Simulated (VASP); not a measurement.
# Sb in VASP: further runs, part 2 of 2

VASP 6.6.1.

**4. Single point, LDA (strain +0.000 along x and y, +0.050 along z)**

Contents of INCAR:

```
PREC = Accurate
ENCUT = 520
EDIFF = 1E-7
ISMEAR = 0
SIGMA = 0.15
LREAL = False
LASPH = True
NELM = 100
ALGO = Normal
ISIF = 2
LWAVE = False
LCHARG = True
GGA = CA
LELF = True
LVHAR = True
NBANDS = 8
```

Contents of KPOINTS:

```
Automatic mesh
0
Gamma
  18 18 18
```

Contents of POSCAR:

```
Sb
1.0
    0.0000000000      2.3712425216      2.4898046477
    2.3712425216      0.0000000000      2.4898046477
    2.3712425216      2.3712425216      0.0000000000
Sb
1
Direct
    0.0000000000      0.0000000000      0.0000000000
```

Potentials or basis: VASP PAW LDA potentials, release 64 (Sb).

Started as:

```console
$ cat potpaw_LDA.64/Sb/POTCAR > POTCAR
$ mpirun -np 1 vasp_std > vasp.out
```

OUTCAR:

```text
PREC = Accurate
   ENCUT = 520
   EDIFF = 1E-7
   ISMEAR = 0
   LREAL = False
   LASPH = True
   NELM = 100
   ISIF = 2
   GGA = CA

 ion  position               nearest neighbor table
   1  0.000  0.000  0.000-

  LATTYP: Found a body centered tetragonal cell.
 ALAT       =     3.3534433337
 C/A-ratio  =     1.4849242405

  Lattice vectors:

 A1 = (  -2.3712425216,   0.0000000000,   2.4898046477)
 A2 = (   2.3712425216,   0.0000000000,   2.4898046477)
 A3 = (   0.0000000000,   2.3712425216,  -2.4898046477)

Analysis of symmetry for initial positions (statically):
=====================================================================
 Subroutine PRICEL returns:
 Original cell was already a primitive cell.

 Routine SETGRP: Setting up the symmetry group for a
 body centered tetragonal supercell.

 Subroutine GETGRP returns: Found 16 space group operations
 (whereof 16 operations were pure point group operations)
 out of a pool of 16 trial point group operations.

The static configuration has the point symmetry D_4h.

Analysis of symmetry for dynamics (positions and initial velocities):
=====================================================================
 Subroutine PRICEL returns:
 Original cell was already a primitive cell.

 Routine SETGRP: Setting up the symmetry group for a
 body centered tetragonal supercell.

 Subroutine GETGRP returns: Found 16 space group operations
 (whereof 16 operations were pure point group operations)
 out of a pool of 16 trial point group operations.

The dynamic configuration has the point symmetry D_4h.

 Subroutine INISYM returns: Found 16 space group operations
 (whereof 16 operations are pure point group operations),
 and found     1 'primitive' translations

----------------------------------------------------------------------------------------

                                     Primitive cell

  volume of cell :      27.9993

  direct lattice vectors                    reciprocal lattice vectors
     0.000000000  2.371242522  2.489804648    -0.210859916  0.210859916  0.200818968
     2.371242522  0.000000000  2.489804648     0.210859916 -0.210859916  0.200818968
     2.371242522  2.371242522  0.000000000     0.210859916  0.210859916 -0.200818968

  length of vectors
     3.438301656  3.438301656  3.353443334     0.359516434  0.359516434  0.359516434

  position of ions in fractional coordinates (direct lattice)
     0.000000000  0.000000000  0.000000000

  ion indices of the primitive-cell ions
   primitive index   ion index
                 1           1

----------------------------------------------------------------------------------------

 KPOINTS: Automatic mesh

Automatic generation of k-mesh.
 Grid dimensions read from file:
 generate k-points for:   18   18   18

 Generating k-lattice:

  Cartesian coordinates                     Fractional coordinates (reciprocal lattice)
    -0.011714440  0.011714440  0.011156609     0.055555556 -0.000000000  0.000000000
     0.011714440 -0.011714440  0.011156609    -0.000000000  0.055555556  0.000000000
     0.011714440  0.011714440 -0.011156609     0.000000000  0.000000000  0.055555556

  Length of vectors
     0.019973135  0.019973135  0.019973135

  Shift w.r.t. Gamma in fractional coordinates (k-lattice)
     0.000000000  0.000000000  0.000000000

 Subroutine IBZKPT returns following result:
 ===========================================

 Found    480 irreducible k-points:

 Following reciprocal coordinates:
            Coordinates               Weight
  0.000000  0.000000  0.000000      1.000000
  0.055556  0.000000  0.000000      8.000000
  0.111111  0.000000  0.000000      8.000000
  0.166667  0.000000  0.000000      8.000000
  0.222222  0.000000  0.000000      8.000000
  0.277778  0.000000  0.000000      8.000000
[... 16 lines left out ...]
 -0.277778  0.055556  0.000000      8.000000
 -0.222222  0.055556  0.000000      8.000000
 [... further k-points ...]
   k-points           NKPTS =    480   k-points in BZ     NKDIM =    480   number of bands    NBANDS=      8
   number of dos      NEDOS =    301   number of ions     NIONS =      1
   total plane-waves  NPLWV =  21952
   dimension x,y,z NGX =    28 NGY =   28 NGZ =   28
   dimension x,y,z NGXF=    56 NGYF=   56 NGZF=   56
   ions per type =               1
   NGX,Y,Z   is equivalent  to a cutoff of  13.54, 13.54, 13.88 a.u.
   NGXF,Y,Z  is equivalent  to a cutoff of  27.08, 27.08, 27.76 a.u.
 SYSTEM =  unknown system
   PREC   = accura    normal or accurate (medium, high low for compatibility)
   ISTART =      0    job   : 0-new  1-cont  2-samecut
   ICHARG =      2    charge: 1-file 2-atom 10-const
   ISPIN  =      1    spin polarized calculation?
   LNONCOLLINEAR =      F non collinear calculations
   LSORBIT =      F    spin-orbit coupling
   LASPH  =      T    aspherical Exc in radial PAW
   ENCUT  =  520.0 eV  38.22 Ry    6.18 a.u.   6.39  6.39  6.24*2*pi/ulx,y,z
   NELM   =    100;   NELMIN=  2; NELMDL= -5     # of ELM steps
   EDIFF  = 0.1E-06   stopping-criterion for ELM
   LREAL  =      F    real-space projection
   EDIFFG = 0.1E-05   stopping-criterion for IOM
   NSW    =      0    number of steps for IOM
   IBRION =     -1    ionic relax: 0-MD 1-quasi-New 2-CG
   NFREE  =      0    steps in history (QN), initial steepest desc. (CG)
   ISIF   =      2    stress and relaxation
   ISYM   =      2    0-nonsym 1-usesym 2-fastsym
   POTIM  = 0.5000    time-step for ionic-motion
   TEBEG  =    0.0;   TEEND  =   0.0 temperature during run
   PSTRESS=    0.0 pullay stress
   NELECT =       5.0000    total number of electrons
   NUPDOWN=      -1.0000    fix difference up-down
   EMIN   =  10.00;   EMAX   =-10.00  energy-range for DOS
   EFERMI =   0.00;   METHOD = LEGACY
   ISMEAR =     0;   SIGMA  =   0.15  broadening in eV -4-tet -1-fermi 0-gaus
   EFERMI_NEDOS =   21; number of points for ismear=-14 and -15
   IALGO  =     38    algorithm
   IMIX   =      4    mixing-type and parameters
     AMIX     =   0.40;   BMIX     =  1.00
     AMIX_MAG =   1.60;   BMIX_MAG =  1.00
  volume/ion in A,a.u.               =      28.00       188.95
  Fermi-wavevector in a.u.,A,eV,Ry     =   0.921897  1.742133 11.563512  0.849894
  Thomas-Fermi vector in A             =   2.047364
   LORBIT       =      0    0 simple, 1 ext, 2 COOP (PROOUT), +10 PAW based schemes
   GGA     = CA    functional components
   LHFCALC =     F    Hartree Fock is set to
   AEXX    =    0.0000 exact exchange contribution
   IVDW    =     0    specifies the selected vdW correction
   LEPSILON=     F    determine dielectric tensor
   LRPA    =     F    only Hartree local field effects (RPA)
 non-spin polarized calculation
 Gauss-broadening in eV      SIGMA  =   0.15
  energy-cutoff  :      520.00
  volume of cell :       28.00
 maximum number of plane-waves:       774
 NGX is ok and might be reduce to    28
   NGX = 13   NGY = 13   NGZ = 13

 number of electron       5.0000000 magnetization

 Free energy of the ion-electron system (eV)
  ---------------------------------------------------
  ext. energy  EPLUGINS =         0.00000000
  ---------------------------------------------------
  free energy    TOTEN  =        -4.50216389 eV

  energy without entropy =       -4.49368221  energy(sigma->0) =       -4.49792305

 E-fermi :   7.8965     XC(G=0): -10.2064

 val. band max:        7.8794113211   @ k =  -0.3889   0.2222   0.1111
 cond. band min:       7.8975712362   @ k =  -0.1111   0.3889   0.2778
 fundamental gap:      0.0181599151
 Fermi energy:         7.8965032405

 k-point     1 :       0.0000    0.0000    0.0000
  band No.  band energies     occupation
      1      -4.7451      2.00000
      2      12.8247      0.00000
      3      12.8529      0.00000
      4      12.8529      0.00000
      5      17.3616      0.00000
      6      17.6745      0.00000
      7      17.6745      0.00000
      8      18.2571      0.00000

 k-point     2 :       0.0556    0.0000    0.0000
  band No.  band energies     occupation
      1      -4.6865      2.00000
      2      12.2820      0.00000
      3      12.7402      0.00000
      4      12.7959      0.00000
      5      17.0789      0.00000
      6      17.5895      0.00000
      7      17.7891      0.00000
      8      19.0931      0.00000
[... 221 lines left out ...]
 k-point    23 :      -0.2778    0.0556    0.0000
  band No.  band energies     occupation
      1      -3.0495      2.00000
      2       5.8096      2.00000
      3      10.6312      0.00000
      4      12.2836      0.00000
      5      16.1408      0.00000
      6      17.5471      0.00000
      7      17.7676      0.00000
      8      19.1497      0.00000

 k-point    24 :      -0.2222    0.0556    0.0000
  band No.  band energies     occupation
      1      -3.5902      2.00000
      2       7.2841      2.00000
      3      10.9110      0.00000
      4      12.5220      0.00000
      5      16.2595      0.00000
      6      18.0451      0.00000
      7      18.1088      0.00000
      8      19.6472      0.00000

 [... further k-points ...]
[... 5 lines left out ...]
  --------------------------------------------------------------------------------------
  -------------------------------------------------------------------------------------
  Total       -0.9076836     -0.9076836     -0.7465930      0.0000000     -0.0000000     -0.0000000
  in kB      -51.9395127    -51.9395127    -42.7215767      0.0000000     -0.0000000     -0.0000000
  external PRESSURE =     -48.8668674 kB  Pullay stress =       0.0000000 kB

 VOLUME and BASIS-vectors are now :
 -----------------------------------------------------------------------------
  energy-cutoff  :      520.00
  volume of cell :       28.00
      direct lattice vectors                 reciprocal lattice vectors
     0.000000000  2.371242522  2.489804648    -0.210859916  0.210859916  0.200818968
     2.371242522  0.000000000  2.489804648     0.210859916 -0.210859916  0.200818968
     2.371242522  2.371242522  0.000000000     0.210859916  0.210859916 -0.200818968

 POSITION                                       TOTAL-FORCE (eV/Angst)
 -----------------------------------------------------------------------------------
      0.00000      0.00000      0.00000         0.000000     -0.000000      0.000000
 -----------------------------------------------------------------------------------
    total drift:                                0.000000     -0.000000     -0.000000

  FREE ENERGIE OF THE ION-ELECTRON SYSTEM (eV)
  ---------------------------------------------------
  free  energy   TOTEN  =        -4.5021638937 eV

  energy  without entropy=       -4.4936822065  energy(sigma->0) =       -4.49792305
```

stdout:

```text
POSCAR found type information on POSCAR Sb
 POSCAR found :  1 types and       1 ions
 scaLAPACK will be used
 LDA part: xc-table for (Slater(with rela. corr.)+CA(PZ))
 , standard interpolation
 POSCAR, INCAR and KPOINTS ok, starting setup
 FFT: planning ... GRIDC
 FFT: planning ... GRID_SOFT
 FFT: planning ... GRID
 WAVECAR not read
 entering main loop
```

It took 2.7 min on 1 thread of AMD EPYC 7R13, shared host; peak memory 0.2 GiB.

Results:

```
Free energy : -4.5022 eV
Pressure    : -4.9 GPa
```

Stress tensor (GPa, compression positive):
```
-5.19  0.00  0.00
 0.00 -5.19  0.00
 0.00  0.00 -4.27
```

Levels at points of the mesh, in eV from the Fermi level:
```
           k point  band 1  band 2  band 3  band 4  band 5  band 6  band 7
(0.00, 0.00, 0.00)  -12.64    4.93    4.96    4.96    9.47    9.78    9.78
(0.50, 0.00, 0.00)   -9.13   -5.54    2.98    3.76    7.63    8.81    9.25
(0.50, 0.50, 0.00)   -8.03   -4.92    0.74    0.74    4.56    4.95   16.25
(0.50, 0.00, 0.50)   -7.45   -4.57   -0.02    0.35    3.97    4.55   16.07
```

Caveat: the cell differs from its parent crystal (strain +0.000 along x and y, +0.050 along z); spin-orbit coupling is left out, which moves the levels of the heavy elements.

**5. Summary**

| cell | gap on the mesh (eV) | pressure (GPa) |
| --- | --- | --- |
| a = 3.186 Å, angles 60.0°, 1 atom | none | 11.1 |
| a = 3.271, b = 3.271, c = 3.186 Å, angles 60.9, 60.9, 58.3°, 1 atom | none | 5.7 |
| a = 3.438, b = 3.438, c = 3.353 Å, angles 60.8, 60.8, 58.4°, 1 atom | none | -4.9 |

Alike in all rows: task single point; level LDA; potentials or basis VASP PAW LDA potentials, release 64 (Sb); no spin polarisation; k mesh 18 × 18 × 18; cutoff (eV) 520; smearing gaussian 0.15 eV.

Caveats: spin-orbit coupling is left out, which moves the levels of the heavy elements.

Total energies depend on the potentials used, so only differences within one code and one set of settings carry meaning.
